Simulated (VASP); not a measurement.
# Sc (Fm-3m) in VASP: notebook, part 2 of 3

VASP 6.6.1.

## (3) Electric field gradients, PBEsol (volume scaled by 0.99)

File INCAR:

```
PREC = Accurate
ENCUT = 520
EDIFF = 1E-8
ISMEAR = -1
SIGMA = 0.03
LREAL = F
LASPH = T
NELM = 100
ALGO = Normal
ISIF = 2
LWAVE = F
LCHARG = F
GGA = PS
LEFG = T
NBANDS = 12
```

File KPOINTS:

```
regular mesh
0
Gamma
  12 12 12
```

File POSCAR:

```
Sc
1.0
    0.0000000000      2.2629062978      2.2629062978
    2.2629062978      0.0000000000      2.2629062978
    2.2629062978      2.2629062978      0.0000000000
Sc
1
Direct
    0.0000000000      0.0000000000      0.0000000000
```

Potentials or basis: VASP PAW PBE potentials, release 64 (Sc_sv).

Run with:

```
$ cat potpaw_PBE.64/Sc_sv/POTCAR > POTCAR
$ mpirun -np 1 vasp_std > vasp.out
```

OUTCAR:

```text
PREC = Accurate
   ENCUT = 520
   EDIFF = 1E-8
   ISMEAR = -1
   LREAL = F
   LASPH = T
   NELM = 100
   ISIF = 2
   GGA = PS

 ion  position               nearest neighbor table
   1  0.000  0.000  0.000-

  LATTYP: Found a face centered cubic cell.
 ALAT       =     4.5258125956

  Lattice vectors:

 A1 = (   0.0000000000,   2.2629062978,   2.2629062978)
 A2 = (   2.2629062978,   0.0000000000,   2.2629062978)
 A3 = (   2.2629062978,   2.2629062978,   0.0000000000)

Analysis of symmetry for initial positions (statically):
=====================================================================
 Subroutine PRICEL returns:
 Original cell was already a primitive cell.

 Routine SETGRP: Setting up the symmetry group for a
 face centered cubic supercell.

 Subroutine GETGRP returns: Found 48 space group operations
 (whereof 48 operations were pure point group operations)
 out of a pool of 48 trial point group operations.

The static configuration has the point symmetry O_h .

Analysis of symmetry for dynamics (positions and initial velocities):
=====================================================================
 Subroutine PRICEL returns:
 Original cell was already a primitive cell.

 Routine SETGRP: Setting up the symmetry group for a
 face centered cubic supercell.

 Subroutine GETGRP returns: Found 48 space group operations
 (whereof 48 operations were pure point group operations)
 out of a pool of 48 trial point group operations.

The dynamic configuration has the point symmetry O_h .

 Subroutine INISYM returns: Found 48 space group operations
 (whereof 48 operations are pure point group operations),
 and found     1 'primitive' translations

----------------------------------------------------------------------------------------

                                     Primitive cell

  volume of cell :      23.1755

  direct lattice vectors                    reciprocal lattice vectors
     0.000000000  2.262906298  2.262906298    -0.220954796  0.220954796  0.220954796
     2.262906298  0.000000000  2.262906298     0.220954796 -0.220954796  0.220954796
     2.262906298  2.262906298  0.000000000     0.220954796  0.220954796 -0.220954796

  length of vectors
     3.200232777  3.200232777  3.200232777     0.382704933  0.382704933  0.382704933

  position of ions in fractional coordinates (direct lattice)
     0.000000000  0.000000000  0.000000000

  ion indices of the primitive-cell ions
   primitive index   ion index
                 1           1

----------------------------------------------------------------------------------------

 KPOINTS: regular mesh

Automatic generation of k-mesh.
 Grid dimensions read from file:
 generate k-points for:   12   12   12

 Generating k-lattice:

  Cartesian coordinates                     Fractional coordinates (reciprocal lattice)
    -0.018412900  0.018412900  0.018412900     0.083333333  0.000000000  0.000000000
     0.018412900 -0.018412900  0.018412900     0.000000000  0.083333333  0.000000000
[... 72 lines left out ...]
   EFERMI =   0.00;   METHOD = LEGACY
   ISMEAR =    -1;   SIGMA  =   0.03  broadening in eV -4-tet -1-fermi 0-gaus
   EFERMI_NEDOS =   21; number of points for ismear=-14 and -15
   IALGO  =     38    algorithm
   IMIX   =      4    mixing-type and parameters
     AMIX     =   0.40;   BMIX     =  1.00
     AMIX_MAG =   1.60;   BMIX_MAG =  1.00
  volume/ion in A,a.u.               =      23.18       156.40
  Fermi-wavevector in a.u.,A,eV,Ry     =   1.277014  2.413207 22.187918  1.630766
  Thomas-Fermi vector in A             =   2.409638
   LORBIT       =      0    0 simple, 1 ext, 2 COOP (PROOUT), +10 PAW based schemes
   GGA     = PS    functional components
   LHFCALC =     F    Hartree Fock is set to
   AEXX    =    0.0000 exact exchange contribution
   IVDW    =     0    specifies the selected vdW correction
   LEPSILON=     F    determine dielectric tensor
   LRPA    =     F    only Hartree local field effects (RPA)
 non-spin polarized calculation
  energy-cutoff  :      520.00
  volume of cell :       23.18
 maximum number of plane-waves:       642
   NGX = 11   NGY = 11   NGZ = 11

 number of electron      10.9999999 magnetization

 Free energy of the ion-electron system (eV)
  ---------------------------------------------------
  ext. energy  EPLUGINS =         0.00000000
  ---------------------------------------------------
  free energy    TOTEN  =        -6.56067273 eV

  energy without entropy =       -6.55563888  energy(sigma->0) =       -6.55815581

 E-fermi :   4.0033     XC(G=0): -10.2421

 val. band max:        4.0016374488   @ k =  -0.4167   0.1667   0.0833
 cond. band min:       4.0214351651   @ k =   0.5000   0.3333   0.1667
 fundamental gap:      0.0197977163
 Fermi energy:         4.0032621131

 k-point     1 :       0.0000    0.0000    0.0000
  band No.  band energies     occupation
      1     -45.0611      2.00000
      2     -23.5243      2.00000
      3     -23.5243      2.00000
      4     -23.5243      2.00000
      5      -1.3105      2.00000
      6       5.6599      0.00000
      7       5.6599      0.00000
      8       5.6599      0.00000
      9       7.1607      0.00000
     10       7.1607      0.00000
     11      16.8651      0.00000
     12      20.4790      0.00000
[... 331 lines left out ...]
 k-point    24 :      -0.4167    0.1667    0.0000
  band No.  band energies     occupation
      1     -44.9744      2.00000
      2     -23.9719      2.00000
      3     -23.6780      2.00000
      4     -23.6061      2.00000
      5       2.6857      2.00000
      6       3.9550      1.66663
      7       5.0896      0.00000
      8       5.9744      0.00000
      9       7.9302      0.00000
     10       8.9331      0.00000
     11      11.2485      0.00000
     12      15.7830      0.00000

 [... further k-points ...]

------------------------ aborting loop because EDIFF is reached ----------------------------------------

  FORCE on cell =-STRESS in cart. coord.  units (eV):
  Direction    XX          YY          ZZ          XY          YZ          ZX
  --------------------------------------------------------------------------------------
  -------------------------------------------------------------------------------------
  Total        0.1501462      0.1501462      0.1501462      0.0000000      0.0000000      0.0000000
  in kB       10.3799490     10.3799490     10.3799490      0.0000000      0.0000000      0.0000000
  external PRESSURE =      10.3799490 kB  Pullay stress =       0.0000000 kB

 VOLUME and BASIS-vectors are now :
 -----------------------------------------------------------------------------
  energy-cutoff  :      520.00
  volume of cell :       23.18
      direct lattice vectors                 reciprocal lattice vectors
     0.000000000  2.262906298  2.262906298    -0.220954796  0.220954796  0.220954796
     2.262906298  0.000000000  2.262906298     0.220954796 -0.220954796  0.220954796
     2.262906298  2.262906298  0.000000000     0.220954796  0.220954796 -0.220954796

 POSITION                                       TOTAL-FORCE (eV/Angst)
 -----------------------------------------------------------------------------------
      0.00000      0.00000      0.00000         0.000000     -0.000000      0.000000
 -----------------------------------------------------------------------------------
    total drift:                               -0.000000      0.000000      0.000000

  FREE ENERGIE OF THE ION-ELECTRON SYSTEM (eV)
  ---------------------------------------------------
  free  energy   TOTEN  =        -6.5606727335 eV

  energy  without entropy=       -6.5556388774  energy(sigma->0) =       -6.55815581

 Electric field gradients (V/A^2)
---------------------------------------------------------------------
 ion       V_xx      V_yy      V_zz      V_xy      V_xz      V_yz
---------------------------------------------------------------------
   1       0.000     0.000     0.000     0.000     0.000     0.000
---------------------------------------------------------------------

 Electric field gradients after diagonalization (V/A^2)
 (convention: |V_zz| > |V_xx| > |V_yy|)
----------------------------------------------------------------------
 ion       V_xx      V_yy      V_zz     asymmetry (V_yy - V_xx)/ V_zz
----------------------------------------------------------------------
   1      -0.000    -0.000     0.000       0.000
----------------------------------------------------------------------

           NMR quadrupolar parameters

 Cq : quadrupolar parameter    Cq=e*Q*V_zz/h
 eta: asymmetry parameters     (V_yy - V_xx)/ V_zz
 Q  : nuclear electric quadrupole moment in mb (millibarn)
----------------------------------------------------------------------
 ion       Cq(MHz)       eta       Q (mb)
----------------------------------------------------------------------
   1       0.000       0.000       1.000
----------------------------------------------------------------------
```

Wall time 11 s (1 thread of Intel Xeon Platinum 8488C (Sapphire Rapids), shared host); peak memory 0.14 GiB.

What came out:

| Property | Result |
| --- | --- |
| Free energy | -6.5607 eV |
| Pressure | 1.0 GPa |

Caveat: without QUAD_EFG the Cq values of the log hold for a quadrupole moment of 1 mb, not for the nuclei; the PAW data sets were made with another functional, which shifts forces and pressure a little.

## (4) Electric field gradients, PBEsol (volume scaled by 0.99)

File INCAR:

```
SYSTEM = Sc
ALGO = Normal
EDIFF = 1E-8
ENCUT = 520
GGA = PS
ISIF = 2
ISMEAR = -1
LASPH = .True.
LCHARG = .False.
LEFG = .True.
LREAL = .False.
LWAVE = .False.
NBANDS = 12
NELM = 60
PREC = Accurate
SIGMA = 0.03
```

File KPOINTS:

```
k-points
0
Gamma
  12 12 12
  0 0 0
```

POSCAR is that of step 3.

Potentials or basis: VASP PAW PBE potentials, release 64 (Sc_sv).

Run with:

```
$ cat potpaw_PBE.64/Sc_sv/POTCAR > POTCAR
$ mpirun -np 1 vasp_std > vasp.out
```

OUTCAR:

```text
SYSTEM = Sc
   EDIFF = 1E-8
   ENCUT = 520
   GGA = PS
   ISIF = 2
   ISMEAR = -1
   LASPH = .True.
   LREAL = .False.
   NELM = 60
   PREC = Accurate

 ion  position               nearest neighbor table
   1  0.000  0.000  0.000-

  LATTYP: Found a face centered cubic cell.
 ALAT       =     4.5258125956

  Lattice vectors:

 A1 = (   0.0000000000,   2.2629062978,   2.2629062978)
 A2 = (   2.2629062978,   0.0000000000,   2.2629062978)
 A3 = (   2.2629062978,   2.2629062978,   0.0000000000)

Analysis of symmetry for initial positions (statically):
=====================================================================
 Subroutine PRICEL returns:
 Original cell was already a primitive cell.

 Routine SETGRP: Setting up the symmetry group for a
 face centered cubic supercell.

[... 540 lines left out ...]
  external PRESSURE =      10.3799490 kB  Pullay stress =       0.0000000 kB

 VOLUME and BASIS-vectors are now :
 -----------------------------------------------------------------------------
  energy-cutoff  :      520.00
  volume of cell :       23.18
      direct lattice vectors                 reciprocal lattice vectors
     0.000000000  2.262906298  2.262906298    -0.220954796  0.220954796  0.220954796
     2.262906298  0.000000000  2.262906298     0.220954796 -0.220954796  0.220954796
     2.262906298  2.262906298  0.000000000     0.220954796  0.220954796 -0.220954796

 POSITION                                       TOTAL-FORCE (eV/Angst)
 -----------------------------------------------------------------------------------
      0.00000      0.00000      0.00000         0.000000     -0.000000      0.000000
 -----------------------------------------------------------------------------------
    total drift:                               -0.000000      0.000000      0.000000

  FREE ENERGIE OF THE ION-ELECTRON SYSTEM (eV)
  ---------------------------------------------------
  free  energy   TOTEN  =        -6.5606727335 eV

  energy  without entropy=       -6.5556388774  energy(sigma->0) =       -6.55815581

 Electric field gradients (V/A^2)
---------------------------------------------------------------------
 ion       V_xx      V_yy      V_zz      V_xy      V_xz      V_yz
---------------------------------------------------------------------
   1       0.000     0.000     0.000     0.000     0.000     0.000
---------------------------------------------------------------------

 Electric field gradients after diagonalization (V/A^2)
 (convention: |V_zz| > |V_xx| > |V_yy|)
----------------------------------------------------------------------
 ion       V_xx      V_yy      V_zz     asymmetry (V_yy - V_xx)/ V_zz
----------------------------------------------------------------------
   1      -0.000    -0.000     0.000       0.000
----------------------------------------------------------------------

           NMR quadrupolar parameters

 Cq : quadrupolar parameter    Cq=e*Q*V_zz/h
 eta: asymmetry parameters     (V_yy - V_xx)/ V_zz
 Q  : nuclear electric quadrupole moment in mb (millibarn)
----------------------------------------------------------------------
 ion       Cq(MHz)       eta       Q (mb)
----------------------------------------------------------------------
   1       0.000       0.000       1.000
----------------------------------------------------------------------
```

Wall time 13 s (1 thread of Intel Xeon Platinum 8488C (Sapphire Rapids), shared host); peak memory 0.14 GiB.

Results:

```yaml
Free_energy: -6.5607 eV
Pressure: 1.0 GPa
```

Caveat: without QUAD_EFG the Cq values of the log hold for a quadrupole moment of 1 mb, not for the nuclei; the PAW data sets were made with another functional, which shifts forces and pressure a little.

(Continued in part 3 of 3.)
